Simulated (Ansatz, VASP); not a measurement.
Ge2Sb2Te5: VASP beside Ansatz

File INCAR:

```
SYSTEM = Ge2Sb2Te5
PREC     = Accurate       ! precision mode
ENCUT    = 520            ! plane-wave cutoff, eV
EDIFF    = 1E-6           ! SCF threshold, eV
ISMEAR   = 0              ! smearing method
SIGMA    = 0.03           ! smearing width, eV
LREAL    = .FALSE.        ! projectors in reciprocal space
LASPH    = .TRUE.         ! aspherical terms in the spheres
NELM     = 80             ! most SCF steps
ALGO     = Normal         ! electronic algorithm
ISIF     = 2              ! what is computed and relaxed
LWAVE    = .FALSE.        ! write WAVECAR
LCHARG   = .FALSE.        ! write CHGCAR
GGA      = PE             ! functional
NBANDS   = 44             ! bands
```

Contents of KPOINTS:

```
regular mesh
0
G
  12 12 2
  0 0 0
```

The input POSCAR:

```
Ge2Sb2Te5
1.0
    4.4260236894      0.0000000000      0.0000000000
   -2.2130118447      3.8330489528      0.0000000000
    0.0000000000      0.0000000000     17.6841776508
Ge Sb Te
2 2 5
Direct
    0.0000000000      0.0000000000      0.3313200918
    0.0000000000      0.0000000000      0.6686799082
    0.3333333333      0.6666666667      0.1120971408
    0.6666666667      0.3333333333      0.8879028592
    0.0000000000      0.0000000000      0.0000000000
    0.3333333333      0.6666666667      0.7914345914
    0.6666666667      0.3333333333      0.2085654086
    0.3333333333      0.6666666667      0.4096023866
    0.6666666667      0.3333333333      0.5903976134
```

Input for Ansatz:

```yaml
crystal:
  lattice:
    - [4.4260236894, 0.0, 0.0]
    - [-2.2130118447, 3.8330489528, 0.0]
    - [0.0, 0.0, 17.6841776508]
  atoms:
    - { symbol: Ge, position: [0.0, 0.0, 0.3313200918] }
    - { symbol: Ge, position: [0.0, 0.0, 0.6686799082] }
    - { symbol: Sb, position: [0.3333333333, 0.6666666667, 0.1120971408] }
    - { symbol: Sb, position: [0.6666666667, 0.3333333333, 0.8879028592] }
    - { symbol: Te, position: [0.0, 0.0, 0.0] }
    - { symbol: Te, position: [0.3333333333, 0.6666666667, 0.7914345914] }
    - { symbol: Te, position: [0.6666666667, 0.3333333333, 0.2085654086] }
    - { symbol: Te, position: [0.3333333333, 0.6666666667, 0.4096023866] }
    - { symbol: Te, position: [0.6666666667, 0.3333333333, 0.5903976134] }
basis:
  ecutwfc: 420
kpoints:
  mp_grid: { grid: [12, 12, 2] }
hamiltonian:
  xc: pbe
scf:
  occupations: { method: gaussian, width: 0.03 }
output:
  forces: true
  stress: true
  eigenvalues: true
```

Alike in both runs: task single point; functional PBE; k mesh 12 × 12 × 2; occupations gaussian, width 0.03 eV; no spin polarisation.

|  | VASP | Ansatz |
| --- | --- | --- |
| version | VASP 6.6.1 | Ansatz 0.2.0 |
| potentials or method | VASP PAW PBE potentials, release 64 (Ge_d, Sb, Te), cutoff 520 eV | scalar-relativistic, plane waves, PAW |
| valence electrons in the cell | 68 | 138 |

```csv
,VASP,Ansatz,Ansatz less VASP
gap on the k mesh at the Fermi level (eV),0.05,0.06,+0.009
least direct gap on the mesh (eV),0.10,0.11,+0.009
pressure (GPa),-2.2,-2.2,0.00
"traceless stress, the component that is largest in VASP (GPa)",1.29,1.30,+0.009
rms of the force components (eV/Å),0.066,0.072,+0.0055
```

Atom by atom the forces differ by 0.006 eV/Å (rms over components). VASP's potentials hold 68 valence electrons a cell and Ansatz's 138, so a difference there can come from the potentials and not from the codes.

Spin-orbit coupling is off throughout.
